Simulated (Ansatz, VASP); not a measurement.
Al: VASP beside Ansatz

File INCAR:

```
PREC     = Accurate       # precision mode
ENCUT    = 520            # plane-wave cutoff, eV
EDIFF    = 1E-7           # SCF threshold, eV
ISMEAR   = 0              # smearing method
SIGMA    = 0.1            # smearing width, eV
LREAL    = F              # projectors in reciprocal space
LASPH    = T              # aspherical terms in the spheres
NELM     = 100            # most SCF steps
ALGO     = Normal         # electronic algorithm
ISIF     = 2              # what is computed and relaxed
LWAVE    = F              # write WAVECAR
LCHARG   = F              # write CHGCAR
GGA      = PE             # functional
NBANDS   = 22             # bands
```

KPOINTS

```
regular mesh
0
Gamma
  4 4 4
```

File POSCAR:

```
Al
1.0
    5.3260922400      0.0000000000      0.0000000000
    0.0000000000      6.7580050900      0.0000000000
    0.0000000000      0.0000000000      4.8855304600
Al
8
Direct
    0.4649563700      0.0000000000      0.7499664400
    0.0350436300      0.0000000000      0.7499664400
    0.5350436300      0.0000000000      0.2500335600
    0.9649563700      0.0000000000      0.2500335600
    0.0000000000      0.3171946500      0.0000000000
    0.5000000000      0.6828053500      0.0000000000
    0.0000000000      0.6828053500      0.0000000000
    0.5000000000      0.3171946500      0.0000000000
```

Input for Ansatz:

```yaml
crystal:
  lattice:
    - [5.32609224, 0.0, 0.0]
    - [0.0, 6.75800509, 0.0]
    - [0.0, 0.0, 4.88553046]
  atoms:
    - { symbol: Al, position: [0.46495637, 0.0, 0.74996644] }
    - { symbol: Al, position: [0.03504363, 0.0, 0.74996644] }
    - { symbol: Al, position: [0.53504363, 0.0, 0.25003356] }
    - { symbol: Al, position: [0.96495637, 0.0, 0.25003356] }
    - { symbol: Al, position: [0.0, 0.31719465, 0.0] }
    - { symbol: Al, position: [0.5, 0.68280535, 0.0] }
    - { symbol: Al, position: [0.0, 0.68280535, 0.0] }
    - { symbol: Al, position: [0.5, 0.31719465, 0.0] }
basis:
  ecutwfc: 420
kpoints:
  mp_grid: { grid: [4, 4, 4] }
hamiltonian:
  xc: pbe
scf:
  occupations: { method: gaussian, width: 0.1 }
  lower_state_search: "off"
output:
  forces: true
  stress: true
  eigenvalues: true
```

Alike in both runs: task single point; functional PBE; k mesh 4 × 4 × 4; occupations gaussian, width 0.1 eV; no spin polarisation.

```csv
,VASP,Ansatz
version,VASP 6.6.1,Ansatz 0.2.0
potentials or method,"VASP PAW PBE potentials, release 64 (Al), cutoff 520 eV","scalar-relativistic, plane waves, PAW"
valence electrons in the cell,24,24
```

```tsv
	VASP	Ansatz	Ansatz less VASP
gap on the k mesh at the Fermi level (eV)	none	none	-
pressure (GPa)	13.8	13.8	0.00
traceless stress, the component that is largest in VASP (GPa)	-2.04	-2.07	-0.033
rms of the force components (eV/Å)	1.199	1.198	-0.0006
```

Atom by atom the forces differ by 0.001 eV/Å (rms over components). A gap of «none» marks a metal or a gap that the smearing closes.
